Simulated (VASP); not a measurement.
# Re (Fm-3m) in VASP: single point with PBE

Aim: the single point of Re with PBE.

Everything below comes from runs of VASP 6.6.1. Logs are shortened: lines on timing, memory, paths and dates and some standing lists are left out, and cuts for length are marked.

## Step 1: The cell of the first run

It takes space group Fm-3m (No. 225, cubic). The conventional cell has a = 3.950 Å, b = 3.950 Å, c = 3.950 Å, α = 90.00°, β = 90.00°, γ = 90.00°. Re (site symmetry m-3m) has 12 Re at 2.79 Å within 3.7 Å.

This isn't the form of Re at room conditions, which is hcp.

## Step 2: Single point, PBE, collinear spin

File INCAR:

```
SYSTEM = Re
ALGO = Normal
EDIFF = 1E-6
ENCUT = 520
GGA = PE
ISIF = 2
ISMEAR = -1
ISPIN = 2
LASPH = .True.
LCHARG = .False.
LMAXMIX = 4
LORBIT = 11
LREAL = .False.
LWAVE = .False.
MAGMOM = 1.2
NBANDS = 14
NELM = 150
NUPDOWN = 1.2
PREC = Accurate
SIGMA = 0.1
```

File KPOINTS:

```
k-points
0
Gamma
  17 17 17
  0 0 0
```

File POSCAR:

```
Re
1.0
    0.0000000000      1.9750000000      1.9750000000
    1.9750000000      0.0000000000      1.9750000000
    1.9750000000      1.9750000000      0.0000000000
Re
1
Direct
    0.0000000000      0.0000000000      0.0000000000
```

Potentials or basis: VASP PAW PBE potentials, release 64 (Re).

On the command line:

```sh
$ cat potpaw_PBE.64/Re/POTCAR > POTCAR
$ mpirun -np 1 vasp_std > vasp.out
```

OUTCAR:

```text
SYSTEM = Re
   EDIFF = 1E-6
   ENCUT = 520
   GGA = PE
   ISIF = 2
   ISMEAR = -1
   ISPIN = 2
   LASPH = .True.
   LORBIT = 11
   LREAL = .False.
   NELM = 150
   NUPDOWN = 1.2
   PREC = Accurate

 ion  position               nearest neighbor table
   1  0.000  0.000  0.000-

  LATTYP: Found a face centered cubic cell.
 ALAT       =     3.9500000000

  Lattice vectors:

 A1 = (   0.0000000000,   1.9750000000,   1.9750000000)
 A2 = (   1.9750000000,   0.0000000000,   1.9750000000)
 A3 = (   1.9750000000,   1.9750000000,   0.0000000000)

Analysis of symmetry for initial positions (statically):
=====================================================================
 Subroutine PRICEL returns:
 Original cell was already a primitive cell.

 Routine SETGRP: Setting up the symmetry group for a
 face centered cubic supercell.

 Subroutine GETGRP returns: Found 48 space group operations
 (whereof 48 operations were pure point group operations)
 out of a pool of 48 trial point group operations.

The static configuration has the point symmetry O_h .

Analysis of symmetry for dynamics (positions and initial velocities):
=====================================================================
 Subroutine PRICEL returns:
 Original cell was already a primitive cell.

 Routine SETGRP: Setting up the symmetry group for a
 face centered cubic supercell.

 Subroutine GETGRP returns: Found 48 space group operations
 (whereof 48 operations were pure point group operations)
 out of a pool of 48 trial point group operations.

The dynamic configuration has the point symmetry O_h .

Analysis of structural, dynamic, and magnetic symmetry:
=====================================================================
 Subroutine PRICEL returns:
 Original cell was already a primitive cell.

 Routine SETGRP: Setting up the symmetry group for a
 face centered cubic supercell.

 Subroutine GETGRP returns: Found 48 space group operations
 (whereof 48 operations were pure point group operations)
 out of a pool of 48 trial point group operations.

The overall configuration has the point symmetry O_h .

 Subroutine INISYM returns: Found 48 space group operations
 (whereof 48 operations are pure point group operations),
 and found     1 'primitive' translations

----------------------------------------------------------------------------------------

                                     Primitive cell

  volume of cell :      15.4075

  direct lattice vectors                    reciprocal lattice vectors
     0.000000000  1.975000000  1.975000000    -0.253164557  0.253164557  0.253164557
     1.975000000  0.000000000  1.975000000     0.253164557 -0.253164557  0.253164557
     1.975000000  1.975000000  0.000000000     0.253164557  0.253164557 -0.253164557

  length of vectors
     2.793071786  2.793071786  2.793071786     0.438493875  0.438493875  0.438493875

  position of ions in fractional coordinates (direct lattice)
     0.000000000  0.000000000  0.000000000

  ion indices of the primitive-cell ions
   primitive index   ion index
                 1           1

----------------------------------------------------------------------------------------

 KPOINTS: k-points

Automatic generation of k-mesh.
 Grid dimensions read from file:
 generate k-points for:   17   17   17

 Generating k-lattice:

  Cartesian coordinates                     Fractional coordinates (reciprocal lattice)
    -0.014892033  0.014892033  0.014892033     0.058823529  0.000000000  0.000000000
     0.014892033 -0.014892033  0.014892033     0.000000000  0.058823529  0.000000000
     0.014892033  0.014892033 -0.014892033     0.000000000  0.000000000  0.058823529

  Length of vectors
     0.025793757  0.025793757  0.025793757

  Shift w.r.t. Gamma in fractional coordinates (k-lattice)
     0.000000000  0.000000000  0.000000000

 Subroutine IBZKPT returns following result:
 ===========================================

 Found    165 irreducible k-points:

 Following reciprocal coordinates:
            Coordinates               Weight
  0.000000  0.000000  0.000000      1.000000
  0.058824  0.000000  0.000000      8.000000
  0.117647  0.000000  0.000000      8.000000
  0.176471  0.000000  0.000000      8.000000
  0.235294  0.000000  0.000000      8.000000
  0.294118  0.000000  0.000000      8.000000
[... 16 lines left out ...]
 -0.176471  0.058824  0.000000     24.000000
 -0.117647  0.058824  0.000000     24.000000
 [... further k-points ...]
   k-points           NKPTS =    165   k-points in BZ     NKDIM =    165   number of bands    NBANDS=     14
   number of dos      NEDOS =    301   number of ions     NIONS =      1
   total plane-waves  NPLWV =  13824
   dimension x,y,z NGX =    24 NGY =   24 NGZ =   24
   dimension x,y,z NGXF=    48 NGYF=   48 NGZF=   48
   ions per type =               1
   NGX,Y,Z   is equivalent  to a cutoff of  14.28, 14.28, 14.28 a.u.
   NGXF,Y,Z  is equivalent  to a cutoff of  28.57, 28.57, 28.57 a.u.
 SYSTEM =  Re
   PREC   = accura    normal or accurate (medium, high low for compatibility)
   ISTART =      0    job   : 0-new  1-cont  2-samecut
   ICHARG =      2    charge: 1-file 2-atom 10-const
   ISPIN  =      2    spin polarized calculation?
   LNONCOLLINEAR =      F non collinear calculations
   LSORBIT =      F    spin-orbit coupling
   LASPH  =      T    aspherical Exc in radial PAW
   ENCUT  =  520.0 eV  38.22 Ry    6.18 a.u.   5.19  5.19  5.19*2*pi/ulx,y,z
   NELM   =    150;   NELMIN=  2; NELMDL= -5     # of ELM steps
   EDIFF  = 0.1E-05   stopping-criterion for ELM
   LREAL  =      F    real-space projection
   EDIFFG = 0.1E-04   stopping-criterion for IOM
   NSW    =      0    number of steps for IOM
   IBRION =     -1    ionic relax: 0-MD 1-quasi-New 2-CG
   NFREE  =      0    steps in history (QN), initial steepest desc. (CG)
   ISIF   =      2    stress and relaxation
   ISYM   =      2    0-nonsym 1-usesym 2-fastsym
   POTIM  = 0.5000    time-step for ionic-motion
   TEBEG  =    0.0;   TEEND  =   0.0 temperature during run
   PSTRESS=    0.0 pullay stress
   NELECT =       7.0000    total number of electrons
   NUPDOWN=       1.2000    fix difference up-down
   EMIN   =  10.00;   EMAX   =-10.00  energy-range for DOS
   EFERMI =   0.00;   METHOD = LEGACY
   ISMEAR =    -1;   SIGMA  =   0.10  broadening in eV -4-tet -1-fermi 0-gaus
   EFERMI_NEDOS =   21; number of points for ismear=-14 and -15
   IALGO  =     38    algorithm
   IMIX   =      4    mixing-type and parameters
     AMIX     =   0.40;   BMIX     =  1.00
     AMIX_MAG =   1.60;   BMIX_MAG =  1.00
  volume/ion in A,a.u.               =      15.41       103.97
  Fermi-wavevector in a.u.,A,eV,Ry     =   1.258531  2.378278 21.550255  1.583899
  Thomas-Fermi vector in A             =   2.392135
   LORBIT       =     11    0 simple, 1 ext, 2 COOP (PROOUT), +10 PAW based schemes
   GGA     = PE    functional components
   LHFCALC =     F    Hartree Fock is set to
   AEXX    =    0.0000 exact exchange contribution
   IVDW    =     0    specifies the selected vdW correction
   LEPSILON=     F    determine dielectric tensor
   LRPA    =     F    only Hartree local field effects (RPA)
 spin polarized calculation
  energy-cutoff  :      520.00
  volume of cell :       15.41
 maximum number of plane-waves:       428
 NGX is ok and might be reduce to    24
   NGX = 11   NGY = 11   NGZ = 11

 number of electron       7.0000000 magnetization       1.2000000

 Free energy of the ion-electron system (eV)
  ---------------------------------------------------
  ext. energy  EPLUGINS =         0.00000000
  ---------------------------------------------------
  free energy    TOTEN  =       -11.81119794 eV

  energy without entropy =      -11.77552502  energy(sigma->0) =      -11.79336148

 E-fermi :   6.7431     XC(G=0): -13.4505

 val. band max:        8.5355331374   @ k =   0.4118   0.4118   0.0000
 cond. band min:       6.7611956794   @ k =   0.2941   0.0588   0.0000
 fundamental gap:     -1.7743374580
 Fermi energy:         8.5515180788

 spin component 1

 k-point     1 :       0.0000    0.0000    0.0000
  band No.  band energies     occupation
      1      -2.4963      1.00000
      2       5.5081      1.00000
      3       5.5081      1.00000
      4       5.5081      1.00000
      5       8.3924      0.83078
      6       8.3924      0.83078
      7      21.2397      0.00000
      8      26.5303      0.00000
      9      26.5303      0.00000
     10      26.5303      0.00000
     11      30.9249      0.00000
     12      42.2122      0.00000
     13      42.2192      0.00000
     14      42.4497      0.00000
[... 375 lines left out ...]
 k-point    24 :      -0.1176    0.0588    0.0000
  band No.  band energies     occupation
      1      -1.5690      1.00000
      2       4.9350      1.00000
      3       5.8969      1.00000
      4       5.9106      1.00000
      5       7.8603      0.99901
      6       8.4648      0.70410
      7      22.8786      0.00000
      8      23.9260      0.00000
      9      27.3089      0.00000
     10      28.6573      0.00000
     11      33.7708      0.00000
     12      36.6833      0.00000
     13      37.6551      0.00000
     14      39.6536      0.00000

 [... further k-points ...]

 spin component 2

 k-point     1 :       0.0000    0.0000    0.0000
  band No.  band energies     occupation
      1      -1.9276      1.00000
      2       6.2007      0.99561
      3       6.2007      0.99561
      4       6.2007      0.99561
      5       9.3324      0.00000
      6       9.3324      0.00000
      7      21.5800      0.00000
      8      27.2155      0.00000
      9      27.2155      0.00000
     10      27.2155      0.00000
     11      31.0881      0.00000
     12      43.0210      0.00000
     13      43.0210      0.00000
     14      43.0213      0.00000
[... 375 lines left out ...]
 k-point    24 :      -0.1176    0.0588    0.0000
  band No.  band energies     occupation
      1      -1.0024      1.00000
      2       5.6033      0.99999
      3       6.5913      0.82021
      4       6.6120      0.78763
      5       8.7856      0.00000
      6       9.3869      0.00000
      7      23.2471      0.00000
      8      24.4441      0.00000
      9      27.9936      0.00000
     10      29.3457      0.00000
     11      34.2234      0.00000
     12      37.1507      0.00000
     13      38.2082      0.00000
     14      40.2670      0.00000

 [... further k-points ...]
[... 5 lines left out ...]
  --------------------------------------------------------------------------------------
  -------------------------------------------------------------------------------------
  Total        0.0822106      0.0822106      0.0822106     -0.0000000     -0.0000000     -0.0000000
  in kB        8.5488422      8.5488422      8.5488422     -0.0000000     -0.0000000     -0.0000000
  external PRESSURE =       8.5488422 kB  Pullay stress =       0.0000000 kB

 VOLUME and BASIS-vectors are now :
 -----------------------------------------------------------------------------
  energy-cutoff  :      520.00
  volume of cell :       15.41
      direct lattice vectors                 reciprocal lattice vectors
     0.000000000  1.975000000  1.975000000    -0.253164557  0.253164557  0.253164557
     1.975000000  0.000000000  1.975000000     0.253164557 -0.253164557  0.253164557
     1.975000000  1.975000000  0.000000000     0.253164557  0.253164557 -0.253164557

 POSITION                                       TOTAL-FORCE (eV/Angst)
 -----------------------------------------------------------------------------------
      0.00000      0.00000      0.00000         0.000000      0.000000     -0.000000
 -----------------------------------------------------------------------------------
    total drift:                               -0.000000      0.000000      0.000000

  FREE ENERGIE OF THE ION-ELECTRON SYSTEM (eV)
  ---------------------------------------------------
  free  energy   TOTEN  =       -11.8111979433 eV

  energy  without entropy=      -11.7755250248  energy(sigma->0) =      -11.79336148

 total charge

# of ion       s       p       d       tot
------------------------------------------
    1        0.604   0.620   4.778   6.003

 magnetization (x)

# of ion       s       p       d       tot
------------------------------------------
    1        0.017   0.079   1.027   1.124
```

Run time: 45 s. Hardware: 1 thread of Intel Xeon Platinum 8488C (Sapphire Rapids), shared host; peak memory 0.19 GiB.

Results:

| Item | Value |
| --- | --- |
| Free energy | -11.8112 eV |
| Pressure | 0.9 GPa |
| Net moment | 1.20 μB per cell |
| Site moments | Re +1.12 μB |
| Valence electrons inside the program's atomic spheres | Re 6.00 |

Caveat: spin-orbit coupling is left out, which moves the levels of the heavy elements; the total moment is fixed, so each spin has its own Fermi level and the state may be an excited one.
